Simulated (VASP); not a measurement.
## Cs: relaxation of cell and atoms with PBEsol

Cs:

```
CELL_PARAMETERS angstrom
5.39984 0.00000 0.00000
-2.69992 4.67640 0.00000
0.00000 0.00000 8.74774
ATOMIC_POSITIONS crystal
Cs 0.33333 0.66667 0.25000
Cs 0.66667 0.33333 0.75000
```

This isn't the form of Cs at room conditions, which is bcc.

```
Program                : VASP 6.6.1
Task                   : relaxation of cell and atoms
Functional             : PBEsol
Potentials or basis    : VASP PAW PBE potentials, release 64 (Cs_sv)
Cutoff                 : 600 eV
k mesh                 : 8 × 8 × 5
Occupations            : fermi-dirac, width 0.08 eV
Spin                   : no spin polarisation
Dipole correction      : no
Further INCAR settings : ALGO = Normal; EDIFF = 1e-06; IBRION = 2; EDIFFG = -0.005; NSW = 60; ISIF = 3
```

```
Relaxed volume                        : 109.03 Å³/atom
Relaxed cell                          : a = 5.379 Å, b = 5.379 Å, c = 8.702 Å, α = 90.00°, β = 90.00°, γ = 120.00°
Space group after relaxing (to 0.1 Å) : P6_3/mmc (No. 194)
Energy gained by relaxing             : 0.1 meV/atom
Ionic steps                           : 5
Pressure after relaxing               : 0.0 GPa
Band gap on the k mesh                : zero (bands 9 and 10 overlap by 1.37 eV)
```

The path:
```
step  energy change (eV)  largest force (eV/Å)  pressure (GPa)  volume (Å³)
   1              0.0000                0.0000           -0.03       220.90
   2             -0.0001                0.0000           -0.02       220.25
   3             -0.0002                0.0000           -0.01       218.97
   4             -0.0002                0.0000            0.01       216.42
   5             -0.0002                0.0000            0.00       218.07
```

Final structure:
```yaml
crystal:
  lattice:
    - [5.37938, 0.00000, 0.00000]
    - [-2.68969, 4.65868, 0.00000]
    - [0.00000, 0.00000, 8.70163]
  atoms:
    - { symbol: Cs, position: [0.33333, 0.66667, 0.25000] }
    - { symbol: Cs, position: [0.66667, 0.33333, 0.75000] }
```

Levels at points of the mesh, in eV from the Fermi level:
| k point | band 7 | band 8 | band 9 | band 10 | band 11 | band 12 |
| --- | --- | --- | --- | --- | --- | --- |
| (0.00, 0.00, 0.00) | -10.51 | -10.51 | -1.73 | -0.03 | 0.85 | 2.42 |
| (0.50, 0.00, 0.00) | -10.55 | -10.53 | -0.02 | 0.35 | 0.78 | 0.97 |

It took 3.5 min on 1 thread of Intel(R) Xeon(R) Platinum 8488C (Sapphire Rapids), on a shared host, peak memory 0.45 GiB.

Caveat: the PAW data sets were made with another functional, which shifts forces and pressure a little; spin-orbit coupling is left out, which moves the levels of the heavy elements.
